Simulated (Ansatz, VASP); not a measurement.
One calculation of PbO2, two programs

Contents of INCAR:

```
ALGO = Normal ; EDIFF = 1E-6
ENCUT = 520 ; GGA = PE
ISIF = 2 ; ISMEAR = -1
LASPH = True ; LCHARG = True
LELF = True ; LREAL = False
LVHAR = True ; LWAVE = False
NBANDS = 35 ; NELM = 80
PREC = Accurate ; SIGMA = 0.02
```

The input KPOINTS:

```
k-points
0
Gamma
  6 6 8
```

File POSCAR:

```
PbO2
1.0
    4.9827343070      0.0000000000      0.0000000000
    0.0000000000      4.9827343070      0.0000000000
    0.0000000000      0.0000000000      3.4080489278
Pb O
2 4
Direct
    0.0000000000      0.0000000000      0.0000000000
    0.5000000000      0.5000000000      0.5000000000
    0.3072247645      0.3072247645      0.0000000000
    0.1927752355      0.8072247645      0.5000000000
    0.6927752355      0.6927752355      0.0000000000
    0.8072247645      0.1927752355      0.5000000000
```

Input for Ansatz:

```yaml
crystal:
  lattice:
    - [4.982734307, 0.0, 0.0]
    - [0.0, 4.982734307, 0.0]
    - [0.0, 0.0, 3.4080489278]
  atoms:
    - { symbol: Pb, position: [0.0, 0.0, 0.0] }
    - { symbol: Pb, position: [0.5, 0.5, 0.5] }
    - { symbol: O, position: [0.3072247645, 0.3072247645, 0.0] }
    - { symbol: O, position: [0.1927752355, 0.8072247645, 0.5] }
    - { symbol: O, position: [0.6927752355, 0.6927752355, 0.0] }
    - { symbol: O, position: [0.8072247645, 0.1927752355, 0.5] }
kpoints:
  mp_grid: { grid: [6, 6, 8] }
  band_path:
    path:
      - [[0.0, 0.0, 0.0], [-3.554988217368e-51, 0.5, -1.797373787152e-34], [0.5, 0.5, -3.670008712892e-34], [0.0, 0.0, 0.0], [1.383526921048e-50, 1.645099870966e-51, 0.5], [-1.338928857082e-50, 0.5, 0.5], [0.5, 0.5, 0.5], [1.383526921048e-50, 1.645099870966e-51, 0.5]]
      - [[-3.554988217368e-51, 0.5, -1.797373787152e-34], [-1.338928857082e-50, 0.5, 0.5]]
      - [[0.5, 0.5, -3.670008712892e-34], [0.5, 0.5, 0.5]]
    npoints: 10
hamiltonian:
  xc: pbe
scf:
  occupations: { method: fermi_dirac, width: 0.02 }
  n_extra_bands: 5
output:
  forces: true
  stress: true
  eigenvalues: true
```

Alike in both runs: task single point; functional PBE; k mesh 6 × 6 × 8; occupations fermi-dirac, width 0.02 eV; no spin polarisation.

|  | VASP | Ansatz |
| --- | --- | --- |
| version | VASP 6.6.1 | Ansatz 0.2.0 |
| potentials or method | VASP PAW PBE potentials, release 64 (Pb_d, O) | plane waves, PAW |
| plane-wave cutoff (eV) | 520 | 420 |
| valence electrons in the cell | 52 | 52 |

|  | VASP | Ansatz | Ansatz less VASP |
| --- | --- | --- | --- |
| pressure (GPa) | 6.6 | 6.3 | -0.27 |
| traceless stress, the component that is largest in VASP (GPa) | 0.81 | 0.70 | -0.113 |
| rms of the force components (eV/Å) | 0.015 | 0.010 | -0.0045 |

Atom by atom the forces differ by 0.005 eV/Å (rms over components). With one functional, cell and mesh, what is left measures potentials, basis and numerics.

Neither program's run includes spin-orbit coupling.
